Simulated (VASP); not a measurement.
Runs of VASP 6.6.1 on RbCl. The structure is that of space group Fm-3m (No. 225), or close to it. The cells are those of the table. 

```tsv
task	cell	cutoff (eV)	gap on the mesh (eV)	pressure (GPa)
relaxation of cell and atoms	relaxed from a = 5.077 Å, angles 60.0°, 2 atoms	600	5.55	0.0
single point	a = 4.678 Å, angles 60.0°, 2 atoms	520	5.55	0.0
single point	a = 4.701 Å, angles 60.0°, 2 atoms	520	(a)	-0.2
relaxation of cell and atoms	relaxed from a = 4.678 Å, angles 60.0°, 2 atoms	600	5.55	0.0
single point	a = 4.654 Å, angles 60.0°, 2 atoms	520	5.60	0.3
```

Alike in all rows: level r2SCAN; potentials or basis VASP PAW PBE potentials, release 64 (Rb_sv, Cl); no spin polarisation; k mesh 5 × 5 × 5; smearing fermi-dirac 0.02 eV.

Problem. Fill in the values left out.

Solution. (a) 5.50.

Caveats: the PAW data sets were made with another functional, which shifts forces and pressure a little; the relaxation stopped at its first step, so nothing moved (some runs).

A k mesh can miss the band edges, and the runs leave out spin-orbit coupling on Rb.
